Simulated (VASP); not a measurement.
A run of VASP 6.6.1:

The input INCAR:

```
SYSTEM = Cu
  PREC = Accurate
  ENCUT = 520
  EDIFF = 1E-6
  ISMEAR = 0
  SIGMA = 0.15
  LREAL = .False.
  LASPH = .True.
  NELM = 60
  ALGO = Fast
  ISIF = 2
  LWAVE = .False.
  LCHARG = .True.
  GGA = PS
  LELF = .True.
  LVHAR = .True.
  NBANDS = 18
```

File KPOINTS:

```
Automatic mesh
0
Gamma
  24 24 12
  0 0 0
```

The input POSCAR:

```
Cu
1.0
    2.5340966698      0.0000000000      0.0000000000
   -1.2670483349      2.1945920917      0.0000000000
    0.0000000000      0.0000000000      4.1125710000
Cu
2
Direct
    0.3333333333      0.6666666667      0.2500000000
    0.6666666667      0.3333333333      0.7500000000
```

Potentials or basis: VASP PAW PBE potentials, release 64 (Cu).

Run with:

```console
$ cat potpaw_PBE.64/Cu/POTCAR > POTCAR
$ mpirun -np 1 vasp_std > vasp.out
```

Hardware: 1 thread of AMD EPYC 7R13 Processor (Zen 3), on a shared host.

Q: Estimate the wall time of this run.

A: Wall time 2.2 min on 1 thread of AMD EPYC 7R13 Processor (Zen 3) (shared host), peak memory 0.22 GiB. Counts: scf iterations 14, k points 427.
